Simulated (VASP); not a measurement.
F:

```
F
1.0
     0.00000    1.86626    1.86626
     1.86626    0.00000    1.86626
     1.86626    1.86626    0.00000
F
1
Direct
  0.00000 0.00000 0.00000
```

```yaml
Program: VASP 6.6.1
Task: relaxation of cell and atoms
Functional: LDA
Potentials_or_basis: VASP PAW LDA potentials, release 64 (F)
Cutoff: 600 eV
k_mesh: 17 × 17 × 17
Occupations: fermi-dirac, width 0.05 eV
Spin: no spin polarisation
```

At the start: pressure -13.6 GPa; volume 13.00 Å³/atom.

Task: Where does the relaxation end?

Result: Over 9 steps the energy falls by 329.4 meV/atom and the volume is 8.38 Å³/atom (-35.6 %); space group Fm-3m (No. 225, to 0.1 Å) before and after.

Step by step:
```
step  energy change (eV)  largest force (eV/Å)  pressure (GPa)  volume (Å³)
   1              0.0000                0.0000          -13.62        13.00
   2             -0.1728                0.0000          -13.91        11.03
   3             -0.0422                0.0000           59.35         6.33
   4             -0.2913                0.0000           -9.58         9.49
   5             -0.3183                0.0000            7.58         7.87
   6             -0.3288                0.0000           -1.44         8.49
   7             -0.3294                0.0000           -0.15         8.38
   8             -0.3292                0.0000            0.88         8.30
   9             -0.3294                0.0000           -0.06         8.38
```

Final structure:
```xyz
1
Lattice="0.0000 1.6118 1.6118 1.6118 0.0000 1.6118 1.6118 1.6118 0.0000" Properties=species:S:1:pos:R:3 pbc="T T T"
F     0.0000    0.0000    0.0000
```

Caveat: the volume moved by over 15 % at a fixed basis, so the end points are rough; an odd number of electrons without spin polarisation forces a metal; a magnetic or distorted state may lie lower.
